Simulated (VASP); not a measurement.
# Ir in VASP: single point with PBEsol

Aim: the single point of Ir with PBEsol.

Program: VASP 6.6.1. These are calculated values, not measurements. Logs are shortened: lines on timing, memory, paths and dates and some standing lists are left out, and cuts for length are marked.

**1. The cell of the first run**

The typed cell holds 4 atoms: a = 2.718 Å, b = 2.718 Å, c = 7.603 Å, α = 90.00°, β = 90.00°, γ = 89.97°.

**2. Single point, PBEsol**

File INCAR:

```
SYSTEM = Ir
ALGO = Normal
EDIFF = 1E-6
ENCUT = 520
GGA = PS
ISIF = 2
ISMEAR = 0
LASPH = .TRUE.
LCHARG = .TRUE.
LELF = .TRUE.
LREAL = .FALSE.
LVHAR = .TRUE.
LWAVE = .FALSE.
NBANDS = 26
NELM = 100
PREC = Accurate
SIGMA = 0.1
```

File KPOINTS:

```
k-points
0
G
  6 6 4
  0 0 0
```

File POSCAR:

```
Ir
1.0
    1.9224680812     -1.9213042698      0.0000000000
    1.9224680812      1.9213042698      0.0000000000
    0.0000000000      0.0000000000      7.6029091665
Ir
4
Direct
    0.7500152848      0.2499847152      0.1249933081
    0.7499847152      0.2500152848      0.6249933081
    0.2499847152      0.7500152848      0.8750066919
    0.2500152848      0.7499847152      0.3750066919
```

Potentials or basis: VASP PAW PBE potentials, release 64 (Ir).

Command:

```bash
$ cat potpaw_PBE.64/Ir/POTCAR > POTCAR
$ mpirun -np 1 vasp_std > vasp.out
```

OUTCAR:

```text
SYSTEM = Ir
   EDIFF = 1E-6
   ENCUT = 520
   GGA = PS
   ISIF = 2
   ISMEAR = 0
   LASPH = .TRUE.
   LREAL = .FALSE.
   NELM = 100
   PREC = Accurate

 ion  position               nearest neighbor table
   1  0.750  0.250  0.125-   3 2.70   3 2.70   4 2.70   4 2.70   3 2.70   3 2.70   4 2.70   4 2.70

   2  0.750  0.250  0.625-   4 2.70   4 2.70   3 2.70   3 2.70   4 2.70   4 2.70   3 2.70   3 2.70

   3  0.250  0.750  0.875-   1 2.70   1 2.70   2 2.70   2 2.70   1 2.70   1 2.70   2 2.70   2 2.70

   4  0.250  0.750  0.375-   2 2.70   2 2.70   1 2.70   1 2.70   2 2.70   2 2.70   1 2.70   1 2.70

  LATTYP: Found a base centered orthorhombic cell.
 ALAT       =     3.8426085396
 B/A-ratio  =     1.0006057403
 C/A-ratio  =     1.9785801984

  Lattice vectors:

 A1 = (  -1.9224680812,  -1.9213042698,   0.0000000000)
 A2 = (   1.9224680812,  -1.9213042698,   0.0000000000)
 A3 = (   0.0000000000,   0.0000000000,   7.6029091665)

Analysis of symmetry for initial positions (statically):
=====================================================================
 Subroutine PRICEL returns:
 Original cell was already a primitive cell.

 Routine SETGRP: Setting up the symmetry group for a
 base centered orthorhombic supercell.

 Subroutine GETGRP returns: Found  8 space group operations
 (whereof  4 operations were pure point group operations)
 out of a pool of  8 trial point group operations.

The static configuration has the point symmetry C_2h.
 The point group associated with its full space group is D_2h.

Analysis of symmetry for dynamics (positions and initial velocities):
=====================================================================
 Subroutine PRICEL returns:
 Original cell was already a primitive cell.

 Routine SETGRP: Setting up the symmetry group for a
 base centered orthorhombic supercell.

 Subroutine GETGRP returns: Found  8 space group operations
 (whereof  4 operations were pure point group operations)
 out of a pool of  8 trial point group operations.

The dynamic configuration has the point symmetry C_2h.
 The point group associated with its full space group is D_2h.

 Subroutine INISYM returns: Found  8 space group operations
 (whereof  4 operations are pure point group operations),
 and found     1 'primitive' translations

----------------------------------------------------------------------------------------

                                     Primitive cell
[... 87 lines left out ...]
   ISTART =      0    job   : 0-new  1-cont  2-samecut
   ICHARG =      2    charge: 1-file 2-atom 10-const
   ISPIN  =      1    spin polarized calculation?
   LNONCOLLINEAR =      F non collinear calculations
   LSORBIT =      F    spin-orbit coupling
   LASPH  =      T    aspherical Exc in radial PAW
   ENCUT  =  520.0 eV  38.22 Ry    6.18 a.u.   5.05  5.05 14.14*2*pi/ulx,y,z
   NELM   =    100;   NELMIN=  2; NELMDL= -5     # of ELM steps
   EDIFF  = 0.1E-05   stopping-criterion for ELM
   LREAL  =      F    real-space projection
[... 7 lines left out ...]
   TEBEG  =    0.0;   TEEND  =   0.0 temperature during run
   PSTRESS=    0.0 pullay stress
   NELECT =      36.0000    total number of electrons
   NUPDOWN=      -1.0000    fix difference up-down
   EMIN   =  10.00;   EMAX   =-10.00  energy-range for DOS
   EFERMI =   0.00;   METHOD = LEGACY
   ISMEAR =     0;   SIGMA  =   0.10  broadening in eV -4-tet -1-fermi 0-gaus
   EFERMI_NEDOS =   21; number of points for ismear=-14 and -15
   IALGO  =     38    algorithm
   IMIX   =      4    mixing-type and parameters
     AMIX     =   0.40;   BMIX     =  1.00
     AMIX_MAG =   1.60;   BMIX_MAG =  1.00
  volume/ion in A,a.u.               =      14.04        94.75
  Fermi-wavevector in a.u.,A,eV,Ry     =   1.411521  2.667388 27.108127  1.992391
  Thomas-Fermi vector in A             =   2.533364
   LORBIT       =      0    0 simple, 1 ext, 2 COOP (PROOUT), +10 PAW based schemes
   GGA     = PS    functional components
   LHFCALC =     F    Hartree Fock is set to
   AEXX    =    0.0000 exact exchange contribution
   IVDW    =     0    specifies the selected vdW correction
   LEPSILON=     F    determine dielectric tensor
   LRPA    =     F    only Hartree local field effects (RPA)
 non-spin polarized calculation
 Gauss-broadening in eV      SIGMA  =   0.10
  energy-cutoff  :      520.00
  volume of cell :       56.16
 maximum number of plane-waves:      1530
   NGX = 11   NGY = 11   NGZ = 29

 number of electron      35.9999995 magnetization

 Free energy of the ion-electron system (eV)
  ---------------------------------------------------
  ext. energy  EPLUGINS =         0.00000000
  ---------------------------------------------------
  free energy    TOTEN  =       -39.27262031 eV

  energy without entropy =      -39.25989168  energy(sigma->0) =      -39.26625600

 E-fermi :  10.2686     XC(G=0): -14.1473

 val. band max:       10.2568834303   @ k =  -0.3333   0.3333   0.2500
 cond. band min:      10.2911061458   @ k =   0.1667   0.0000   0.0000
 fundamental gap:      0.0342227155
 Fermi energy:        10.2685554481

 k-point     1 :       0.0000    0.0000    0.0000
  band No.  band energies     occupation
      1      -0.8944      2.00000
      2       2.1508      2.00000
      3       2.1512      2.00000
      4       2.3513      2.00000
      5       2.9465      2.00000
      6       4.4881      2.00000
[... 685 lines left out ...]
     25      17.7176      0.00000
     26      17.7256      0.00000

 [... further k-points ...]

------------------------ aborting loop because EDIFF is reached ----------------------------------------

  FORCE on cell =-STRESS in cart. coord.  units (eV):
  Direction    XX          YY          ZZ          XY          YZ          ZX
  --------------------------------------------------------------------------------------
  -------------------------------------------------------------------------------------
  Total        0.3500009      0.4388988      0.3857128      0.0000000     -0.0000000      0.0000000
  in kB        9.9842330     12.5201613     11.0029592      0.0000000     -0.0000000      0.0000000
  external PRESSURE =      11.1691178 kB  Pullay stress =       0.0000000 kB

 VOLUME and BASIS-vectors are now :
 -----------------------------------------------------------------------------
  energy-cutoff  :      520.00
  volume of cell :       56.16
      direct lattice vectors                 reciprocal lattice vectors
     1.922468081 -1.921304270  0.000000000     0.260082341 -0.260239884  0.000000000
     1.922468081  1.921304270  0.000000000     0.260082341  0.260239884  0.000000000
     0.000000000  0.000000000  7.602909166     0.000000000  0.000000000  0.131528600

 POSITION                                       TOTAL-FORCE (eV/Angst)
 -----------------------------------------------------------------------------------
      1.92247     -0.96071      0.95031         0.000000      0.000622      0.001229
      1.92247     -0.96059      4.75177         0.000000     -0.000622      0.001229
      1.92247      0.96071      6.65260         0.000000     -0.000622     -0.001229
      1.92247      0.96059      2.85114         0.000000      0.000622     -0.001229
 -----------------------------------------------------------------------------------
    total drift:                                0.000000      0.000000     -0.000000

  FREE ENERGIE OF THE ION-ELECTRON SYSTEM (eV)
  ---------------------------------------------------
  free  energy   TOTEN  =       -39.2726203144 eV

  energy  without entropy=      -39.2598916847  energy(sigma->0) =      -39.26625600
```

Run time: 17 s. Hardware: 1 thread of Intel Xeon 6975P-C (Granite Rapids), shared host; peak memory 0.18 GiB.

Results:

```yaml
Free_energy: -39.2726 eV
Pressure: 1.1 GPa
Band_gap_on_the_k_mesh: zero (bands 18 and 19 overlap by 2.57 eV)
```

Caveat: the k points lie up to 0.39 Å⁻¹ apart, too coarse for converged energies and pressures of a metal; the PAW data sets were made with another functional, which shifts forces and pressure a little; spin-orbit coupling is left out, which moves the levels of the heavy elements.
